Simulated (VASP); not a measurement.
A run of VASP 6.6.1 is set up as follows.

Contents of INCAR:

```
SYSTEM = Mg2Al
PREC = Accurate
ENCUT = 520
EDIFF = 1E-6
ISMEAR = 0
SIGMA = 0.1
LREAL = .False.
LASPH = .True.
NELM = 60
ALGO = Normal
ISIF = 2
LWAVE = .False.
LCHARG = .False.
GGA = PE
NBANDS = 16
```

File KPOINTS:

```
Automatic mesh
0
Gamma
  6 6 2
  0 0 0
```

POSCAR

```
Mg2Al
1.0
    3.0814832628      0.0000000000      0.0000000000
   -1.5407416314      2.6686427869      0.0000000000
    0.0000000000      0.0000000000     14.9763916188
Mg Al
4 2
Direct
    0.3333333333      0.6666666667      0.5884553619
    0.6666666667      0.3333333333      0.0884553619
    0.3333333333      0.6666666667      0.9115446381
    0.6666666667      0.3333333333      0.4115446381
    0.3333333333      0.6666666667      0.2500000000
    0.6666666667      0.3333333333      0.7500000000
```

Potentials or basis: VASP PAW PBE potentials, release 64 (Mg, Al).

Run with:

```sh
$ cat potpaw_PBE.64/Mg/POTCAR potpaw_PBE.64/Al/POTCAR > POTCAR
$ mpirun -np 1 vasp_std > vasp.out
```

(1) Estimate the largest force.

(2) Predict the pressure.

Answers

(1) 0.012 eV/Å.

(2) 0.0 GPa.

Caveat: the k points lie up to 0.39 Å⁻¹ apart.
